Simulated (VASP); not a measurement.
Input of a VASP 6.6.1 run:

The input INCAR:

```
SYSTEM = Ru
ALGO = Normal
EDIFF = 1E-8
ENCUT = 520
GGA = PE
ISIF = 2
ISMEAR = -1
LASPH = .True.
LCHARG = .False.
LEFG = .True.
LREAL = .False.
LWAVE = .False.
NBANDS = 21
NELM = 60
PREC = Accurate
SIGMA = 0.03
```

The input KPOINTS:

```
k-points
0
Gamma
  14 14 8
  0 0 0
```

The input POSCAR:

```
Ru
1.0
    2.6505634408      0.0000000000      0.0000000000
   -1.3252817204      2.2954552741      0.0000000000
    0.0000000000      0.0000000000      4.1944897589
Ru
2
Direct
    0.3333333333      0.6666666667      0.2500000000
    0.6666666667      0.3333333333      0.7500000000
```

Potentials or basis: VASP PAW PBE potentials, release 64 (Ru_pv).

Launch:

```console
$ cat potpaw_PBE.64/Ru_pv/POTCAR > POTCAR
$ mpirun -np 1 vasp_std > vasp.out
```

Q: Predict the band gap on the k mesh.

A: Zero (band 14 reaches 15.81 eV, above the bottom of band 15 at 12.35 eV).

Q: Estimate the pressure.

A: 28.5 GPa.

Stress tensor (GPa, compression positive):
```
28.67  0.00  0.00
 0.00 28.67  0.00
 0.00  0.00 28.21
```

Caveat: without QUAD_EFG the Cq values of the log hold for a quadrupole moment of 1 mb, not for the nuclei.
